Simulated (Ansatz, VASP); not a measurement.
Two plane-wave programs on PbSe

```
CELL_PARAMETERS angstrom
5.33388 -0.02205 0.03940
-0.02205 5.35769 -0.02383
0.03109 -0.01881 4.17294
ATOMIC_POSITIONS crystal
Pb 0.48899 0.01631 0.30659
Pb 0.00801 0.48704 0.68705
Se 0.99248 0.99689 0.00509
Se 0.51052 0.49976 0.00127
```

Change from the starting cell: all atoms moved at random (sigma 0.06 Å), cell strained at random (1 %).

Alike in both runs: task single point; functional PBE; k mesh 6 × 6 × 8; occupations gaussian, width 0.05 eV; no spin polarisation.

|  | VASP | Ansatz |
| --- | --- | --- |
| version | VASP 6.6.1 | Ansatz 0.2.0 |
| potentials or method | VASP PAW PBE potentials, release 64 (Pb_d, Se), cutoff 520 eV | scalar-relativistic, plane waves, PAW |
| valence electrons in the cell | 40 | 60 |

VASP gave:

```
gap on the k mesh at the Fermi level (eV)                     : 0.39
least direct gap on the mesh (eV)                             : 0.84
pressure (GPa)                                                : 1.0
traceless stress, the component that is largest in VASP (GPa) : -0.31
rms of the force components (eV/Å)                            : 0.111
```

Problem. Estimate Ansatz's values.

Solution. gap on the k mesh at the Fermi level (eV): 0.40; least direct gap on the mesh (eV): 0.83; pressure (GPa): 1.0; traceless stress, the component that is largest in VASP (GPa): -0.31; rms of the force components (eV/Å): 0.109.

Atom by atom the forces differ by 0.003 eV/Å (rms over components). With one functional, cell and mesh, what is left measures potentials, basis and numerics. VASP's potentials hold 40 valence electrons a cell and Ansatz's 60, so a difference there can come from the potentials and not from the codes.

Neither program's run includes spin-orbit coupling.
